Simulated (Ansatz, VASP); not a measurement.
**Two plane-wave programs on NaI**

```
Na I
1.0
    -2.18766    2.18766    7.28728
     2.18766   -2.18766    7.28728
     2.18766    2.18766   -7.28728
Na I
2 2
Direct
  0.25000 0.75000 0.50000
  0.50000 0.50000 0.00000
  0.75000 0.25000 0.50000
  0.00000 0.00000 0.00000
```

Alike in both runs: functional PBE; dispersion D3(BJ); k mesh 8 × 8 × 8; occupations gaussian, width 0.02 eV; no spin polarisation.

Ansatz relaxed the structure, and its values are those at the end. VASP's run is a single point on that final structure, the one shown.

```csv
,VASP,Ansatz
version,VASP 6.6.1,Ansatz 0.2.0
potentials or method,"VASP PAW PBE potentials, release 64 (Na_pv, I), cutoff 520 eV","scalar-relativistic, plane waves, PAW"
valence electrons in the cell,28,52
```

```csv
,VASP,Ansatz,Ansatz less VASP
gap on the k mesh at the Fermi level (eV),2.67,2.67,+0.001
least direct gap on the mesh (eV),2.69,2.69,+0.001
pressure (GPa),0.0,0.0,-0.02
```

VASP's potentials hold 28 valence electrons a cell and Ansatz's 52, so a difference there can come from the potentials and not from the codes.

Spin-orbit coupling is off throughout.
